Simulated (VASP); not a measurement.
Al: single point with RPBE

The system is Al.

```
Al
1.0
    -1.58380    1.58380    1.58380
     1.58380   -1.58380    1.58380
     1.58380    1.58380   -1.58380
Al
1
Direct
  0.00000 0.00000 0.00000
```

This cell differs from its parent crystal: volume scaled by 0.92.

```json
{
  "Program": "VASP 6.6.1",
  "Task": "single point",
  "Functional": "RPBE",
  "Potentials or basis": "VASP PAW PBE potentials, release 64 (Al)",
  "Cutoff": "520 eV",
  "k mesh": "15 × 15 × 15",
  "Occupations": "fermi-dirac, width 0.1 eV",
  "Spin": "no spin polarisation"
}
```

```yaml
Pressure: 6.3 GPa
```

Levels at points of the mesh, in eV from the Fermi level:
```csv
k point,band 1,band 2,band 3,band 4
"(0.00, 0.00, 0.00)",-11.41,13.48,13.48,13.48
```

Wall time 4.1 s on 1 thread of Intel(R) Xeon(R) 6975P-C (Granite Rapids), on a shared host, peak memory 0.12 GiB.

Caveat: the PAW data sets were made with another functional, which shifts forces and pressure a little.
